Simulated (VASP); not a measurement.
**TiC: single point with PBEsol**

Crystal: TiC.

```xyz
2
Lattice="0.0000 2.0930 2.2540 2.0930 0.0000 2.2540 2.0930 2.0930 0.0000" Properties=species:S:1:pos:R:3 pbc="T T T"
Ti    0.0000    0.0000    0.0000
C     2.0930    2.0930    2.2540
```

This cell differs from its parent crystal: strain -0.025 along x and y, +0.050 along z.

```
Program                : VASP 6.6.1
Task                   : single point
Functional             : PBEsol
Potentials or basis    : VASP PAW PBE potentials, release 64 (Ti_sv, C)
Cutoff                 : 520 eV
k mesh                 : 24 × 24 × 24
Occupations            : gaussian, width 0.15 eV
Spin                   : no spin polarisation
Dipole correction      : no
Further INCAR settings : ALGO = Normal; EDIFF = 1e-06; NBANDS = 15
```

| Property | Result |
| --- | --- |
| Pressure | 3.4 GPa |
| Band gap on the k mesh | zero (bands 8 and 9 overlap by 1.50 eV) |

Stress tensor (GPa, compression positive):
```
 13.20   0.00   0.00
  0.00  13.20   0.00
  0.00   0.00 -16.25
```

Levels at points of the mesh, in eV from the Fermi level:
```csv
k point,band 4,band 5,band 6,band 7,band 8,band 9,band 10,band 11,band 12,band 13
"(0.00, 0.00, 0.00)",-32.31,-12.51,0.30,0.89,0.89,1.38,1.54,1.84,1.84,2.07
"(0.50, 0.00, 0.00)",-32.33,-8.81,-6.01,-3.12,-2.96,2.91,3.21,4.35,7.91,8.20
"(0.50, 0.50, 0.00)",-32.46,-10.30,-3.97,-1.68,0.38,0.38,2.85,3.62,3.62,5.69
"(0.50, 0.00, 0.50)",-32.57,-10.15,-3.17,-1.78,-0.19,-0.14,2.80,3.40,3.95,6.45
```

Wall time 3 min on 1 thread of Intel(R) Xeon(R) Platinum 8259CL CPU @ 2.50GHz (Skylake/Cascade Lake) (shared host), peak memory 0.41 GiB.

Caveat: the cell differs from its parent crystal (strain -0.025 along x and y, +0.050 along z); the cell stands under pressure; the PAW data sets were made with another functional, which shifts forces and pressure a little.
